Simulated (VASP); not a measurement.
HfZn: relaxation of cell and atoms with LDA

The system is HfZn.

```
CELL_PARAMETERS angstrom
3.27510 0.00000 0.00000
0.00000 3.27510 0.00000
0.00000 0.00000 3.27510
ATOMIC_POSITIONS crystal
Hf 0.50000 0.50000 0.50000
Zn 0.00000 0.00000 0.00000
```

| Item | Value |
| --- | --- |
| Program | VASP 6.6.1 |
| Task | relaxation of cell and atoms |
| Functional | LDA |
| Potentials or basis | VASP PAW LDA potentials, release 64 (Hf_pv, Zn) |
| Cutoff | 600 eV |
| k mesh | 8 × 8 × 8 |
| Occupations | fermi-dirac, width 0.1 eV |
| Spin | no spin polarisation |
| Target pressure | 10 GPa |
| Dipole correction | no |
| Further INCAR settings | ALGO = Normal; EDIFF = 1e-07; IBRION = 2; EDIFFG = -0.02; NSW = 80; ISIF = 3 |

| Property | Result |
| --- | --- |
| Relaxed volume | 15.72 Å³/atom |
| Relaxed cell | a = 3.156 Å, b = 3.156 Å, c = 3.156 Å, α = 90.00°, β = 90.00°, γ = 90.00° |
| Space group after relaxing (to 0.05 Å) | Pm-3m (No. 221) |
| Energy change on relaxing (the enthalpy is what falls) | +13.4 meV/atom |
| Ionic steps | 4 |
| Pressure after relaxing | 9.9 GPa |
| Band gap on the k mesh | zero (band 11 reaches 5.30 eV, above the bottom of band 12 at 4.65 eV) |

Step by step:
```tsv
step	energy change (eV)	largest force (eV/Å)	pressure (GPa)	volume (Å³)
1	0.0000	0.0000	-6.02	35.13
2	0.7671	0.0000	47.25	26.93
3	0.0196	0.0000	9.19	31.56
4	0.0268	0.0000	9.86	31.44
```

Final structure:
```
Hf Zn
1.0
     3.15603    0.00000    0.00000
     0.00000    3.15603    0.00000
     0.00000    0.00000    3.15603
Hf Zn
1 1
Direct
  0.50000 0.50000 0.50000
  0.00000 0.00000 0.00000
```

Levels at points of the mesh, in eV from the Fermi level:
```
           k point  band 7  band 8  band 9  band 10  band 11  band 12  band 13  band 14  band 15
(0.00, 0.00, 0.00)   -7.50   -7.50   -7.50    -0.97    -0.97     4.74     4.74     4.74     6.05
(0.50, 0.00, 0.00)   -7.55   -7.44   -5.45    -4.62    -0.71     0.89     0.89     4.81     6.62
(0.50, 0.50, 0.00)   -7.72   -7.20   -4.89    -0.73    -0.49    -0.49     2.80     2.80     6.65
(0.50, 0.50, 0.50)   -7.19   -7.19   -3.34    -3.34    -3.34     0.78     6.53     6.53     6.53
```

Run time: 36 s on 1 thread of Intel(R) Xeon(R) 6975P-C (Granite Rapids), with other jobs on the host, peak memory 0.17 GiB.

Caveat: the cell is relaxed towards a set pressure, so the enthalpy falls and the energy may rise; spin-orbit coupling is left out, which moves the levels of the heavy elements.
